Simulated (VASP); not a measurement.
Here is a VASP 6.6.1 calculation.

INCAR

```
SYSTEM = Al2O3
PREC = Accurate
ENCUT = 600
EDIFF = 1E-6
ISMEAR = 0
SIGMA = 0.02
LREAL = .FALSE.
LASPH = .TRUE.
NELM = 80
ALGO = Normal
ISIF = 3
LWAVE = .FALSE.
LCHARG = .FALSE.
GGA = PS
IBRION = 2
NSW = 100
EDIFFG = -0.005
```

Contents of KPOINTS:

```
regular mesh
0
G
  6 6 6
  0 0 0
```

The input POSCAR:

```
Al2O3
1.0
    2.4025136104      1.3870918797      4.3720844159
   -2.4025136104      1.3870918797      4.3720844159
    0.0000000000     -2.7741837594      4.3720844159
Al O
4 6
Direct
    0.1479040000      0.1479040000      0.1479040000
    0.3520960000      0.3520960000      0.3520960000
    0.6479040000      0.6479040000      0.6479040000
    0.8520960000      0.8520960000      0.8520960000
    0.9438545000      0.5561455000      0.2500000000
    0.4438545000      0.7500000000      0.0561455000
    0.5561455000      0.2500000000      0.9438545000
    0.2500000000      0.9438545000      0.5561455000
    0.7500000000      0.0561455000      0.4438545000
    0.0561455000      0.4438545000      0.7500000000
```

Potentials or basis: VASP PAW PBE potentials, release 64 (Al, O).

Command:

```console
$ cat potpaw_PBE.64/Al/POTCAR potpaw_PBE.64/O/POTCAR > POTCAR
$ mpirun -np 1 vasp_std > vasp.out
```

(1) Predict the band gap on the k mesh.

(2) Predict the space group after relaxing (to 0.1 Å).

(3) Predict the relaxed cell.

## Answers

(1) 6.05 eV.

(2) R-3c (No. 167).

(3) a = 5.138 Å, b = 5.138 Å, c = 5.138 Å, α = 55.35°, β = 55.35°, γ = 55.35°.
